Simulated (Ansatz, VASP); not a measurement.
## Two plane-wave programs on Fe

Contents of INCAR:

```
PREC = Accurate
ENCUT = 520
EDIFF = 1E-7
ISMEAR = 0
SIGMA = 0.05
LREAL = False
LASPH = True
NELM = 150
ALGO = Normal
ISIF = 2
LWAVE = False
LCHARG = True
ISPIN = 2
MAGMOM = 2.41
LORBIT = 11
LMAXMIX = 4
GGA = PE
LELF = True
LVHAR = True
NBANDS = 14
```

The input KPOINTS:

```
regular mesh
0
Gamma
  22 22 22
```

POSCAR

```
Fe
1.0
   -1.4155932727      1.4155932727      1.4155932727
    1.4155932727     -1.4155932727      1.4155932727
    1.4155932727      1.4155932727     -1.4155932727
Fe
1
Direct
    0.0000000000      0.0000000000      0.0000000000
```

Input for Ansatz:

```yaml
crystal:
  lattice:
    - [-1.4155932727, 1.4155932727, 1.4155932727]
    - [1.4155932727, -1.4155932727, 1.4155932727]
    - [1.4155932727, 1.4155932727, -1.4155932727]
  atoms:
    - { symbol: Fe, position: [0.0, 0.0, 0.0], spin: 2.41 }
basis:
  ecutwfc: 420
  ecutrho_ratio: 4
kpoints:
  mp_grid: { grid: [22, 22, 22] }
hamiltonian:
  xc: pbe
scf:
  occupations: { method: gaussian, width: 0.05 }
output:
  forces: true
  stress: true
  eigenvalues: true
  populations: true
magnetization:
  spin_polarized: true
```

Alike in both runs: task single point; functional PBE; k mesh 22 × 22 × 22; occupations gaussian, width 0.05 eV; collinear spin.

```csv
,VASP,Ansatz
version,VASP 6.6.1,Ansatz 0.2.0
potentials or method,"VASP PAW PBE potentials, release 64 (Fe), cutoff 520 eV","scalar-relativistic, plane waves, PAW"
valence electrons in the cell,8,16
```

```tsv
	VASP	Ansatz	Ansatz less VASP
gap on the k mesh at the Fermi level (eV)	none	none	-
pressure (GPa)	-0.3	-0.1	+0.15
net moment per atom (μB)	2.18	2.16	-0.018
size of the moment on the site where the two differ most (μB)	2.17	2.20	+0.032
```

Site moments also hang on the region over which each program counts them. A gap of «none» marks a metal or a gap that the smearing closes. VASP's potentials hold 8 valence electrons a cell and Ansatz's 16, so a difference there can come from the potentials and not from the codes.
